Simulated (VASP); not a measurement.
# SiGe: single point with PBEsol

The system is SiGe.

```xyz
4
Lattice="4.0105 0.0000 0.0000 -2.0053 3.4732 0.0000 0.0000 0.0000 6.0950" Properties=species:S:1:pos:R:3 pbc="T T T"
Si    2.0053    1.1577    5.3304
Si    0.0000    2.3155    2.2829
Ge    2.0053    1.1577    3.0503
Ge    0.0000    2.3155    0.0028
```

This cell differs from its parent crystal: ratio of the length along z to the lengths across it x 0.92, volume and fractional coordinates fixed.

* Program: VASP 6.6.1
* Task: single point
* Functional: PBEsol
* Potentials or basis: VASP PAW PBE potentials, release 64 (Si, Ge_d)
* Cutoff: 520 eV
* k mesh: 12 × 12 × 6
* Occupations: gaussian, width 0.03 eV
* Spin: no spin polarisation
* Dipole correction: no
* Further INCAR settings: ALGO = Normal; EDIFF = 1e-07; NBANDS = 26

```yaml
Pressure: 1.0 GPa
Largest_force: 1.088 eV/Å
Band_gap_on_the_k_mesh: zero (band 18 reaches 5.61 eV, above the bottom of band 19 at 5.34 eV)
```

Forces in eV/Å, atoms in the order of the input:
```
Si   0.000  0.000  1.088
Si   0.000  0.000  1.088
Ge   0.000  0.000 -1.088
Ge   0.000  0.000 -1.088
```

Stress tensor (GPa, compression positive):
```
-5.33  0.00  0.00
 0.00 -5.33  0.00
 0.00  0.00 13.81
```

Levels at points of the mesh, in eV from the Fermi level:
| k point | band 15 | band 16 | band 17 | band 18 | band 19 | band 20 | band 21 | band 22 |
| --- | --- | --- | --- | --- | --- | --- | --- | --- |
| (0.00, 0.00, 0.00) | -1.96 | -0.36 | -0.24 | 0.12 | 0.12 | 1.62 | 1.62 | 1.65 |
| (0.50, 0.00, 0.00) | -4.85 | -3.41 | -3.11 | -1.27 | 0.04 | 2.19 | 3.01 | 3.40 |
| (0.00, 0.00, 0.50) | -1.20 | -1.20 | -1.20 | -1.20 | 0.70 | 0.70 | 2.90 | 2.90 |
| (0.50, 0.00, 0.50) | -2.60 | -2.60 | -2.27 | -2.27 | 0.70 | 0.70 | 2.20 | 2.20 |

Wall time 2.7 min on 1 thread of Intel(R) Xeon(R) Platinum 8259CL CPU @ 2.50GHz (Skylake/Cascade Lake), with other jobs on the host, peak memory 0.28 GiB.

Caveat: the PAW data sets were made with another functional, which shifts forces and pressure a little.
